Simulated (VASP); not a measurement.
Here is a VASP 6.6.1 calculation.

INCAR

```
ALGO = Normal
EDIFF = 1E-7
ENCUT = 520
GGA = PE
ISIF = 2
ISMEAR = 0
LASPH = T
LCHARG = T
LELF = T
LREAL = F
LVHAR = T
LWAVE = F
NBANDS = 26
NELM = 60
PREC = Accurate
SIGMA = 0.2
```

The input KPOINTS:

```
k-points
0
Gamma
  4 2 3
```

File POSCAR:

```
CdSe4
1.0
    3.9264724392      0.0000000000      0.0000000000
    0.0000000000      8.2177248139      0.0000000000
    0.0000000000      0.0000000000      5.7171540792
Cd Se
1 4
Direct
    0.5000000000      0.0000000000      0.6554740155
    0.0000000000      0.8509142768      0.1270485029
    0.0000000000      0.1490857232      0.1270485029
    0.0000000000      0.2187025971      0.5299437043
    0.0000000000      0.7812974029      0.5299437043
```

Potentials or basis: VASP PAW PBE potentials, release 64 (Cd, Se).

Command:

```console
$ cat potpaw_PBE.64/Cd/POTCAR potpaw_PBE.64/Se/POTCAR > POTCAR
$ mpirun -np 1 vasp_std > vasp.out
```

Question: Estimate the pressure.

Answer: 0.6 GPa.

Question: Predict the largest force.

Answer: 0.093 eV/Å.

Stress tensor (GPa, compression positive):
```
0.56 0.00 0.00
0.00 0.46 0.00
0.00 0.00 0.68
```

Caveat: the k points lie up to 0.40 Å⁻¹ apart.
